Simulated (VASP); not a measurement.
Input of a VASP 6.6.1 run:

File INCAR:

```
PREC = Accurate ; ENCUT = 520
EDIFF = 1E-7 ; ISMEAR = 1
SIGMA = 0.6 ; LREAL = False
LASPH = True ; NELM = 60
ALGO = Normal ; ISIF = 2
LWAVE = False ; LCHARG = True
GGA = CA ; LELF = True
LVHAR = True ; NBANDS = 12
```

KPOINTS

```
regular mesh
0
Gamma
  15 15 15
```

File POSCAR:

```
V
1.0
   -1.4636513664      1.4636513664      1.4636513664
    1.4636513664     -1.4636513664      1.4636513664
    1.4636513664      1.4636513664     -1.4636513664
V
1
Direct
    0.0000000000      0.0000000000      0.0000000000
```

Potentials or basis: VASP PAW LDA potentials, release 64 (V_sv).

Launch:

```console
$ cat potpaw_LDA.64/V_sv/POTCAR > POTCAR
$ mpirun -np 1 vasp_std > vasp.out
```

Problem. Estimate the pressure.

Solution. 0.3 GPa.
